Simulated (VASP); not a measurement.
Crystal: P.

```
CELL_PARAMETERS angstrom
0.00000 1.98098 1.98098
1.98098 0.00000 1.98098
1.98098 1.98098 0.00000
ATOMIC_POSITIONS crystal
P 0.00000 0.00000 0.00000
```

This cell differs from its parent crystal: Sb replaced by P, lengths x 0.862, strained.

Base run:

```yaml
Program: VASP 6.6.1
Functional: PBE
Potentials_or_basis: VASP PAW PBE potentials, release 64 (P)
Cutoff: 500 eV
k_mesh: 8 × 8 × 8
Occupations: gaussian, width 0.1 eV
Spin: no spin polarisation
```

Its results: band gap on the k mesh zero (an odd number of electrons rules out a gap without spin polarisation); pressure -3.8 GPa.

Question: The run is repeated on the same cell with these changes: k mesh from 8 × 8 × 8 to 18 × 18 × 18. What comes out?

Answer: Band gap on the k mesh zero (an odd number of electrons rules out a gap without spin polarisation); pressure -5.7 GPa.

Caveats: the cell stands under tension; an odd number of electrons without spin polarisation forces a metal; a magnetic or distorted state may lie lower.
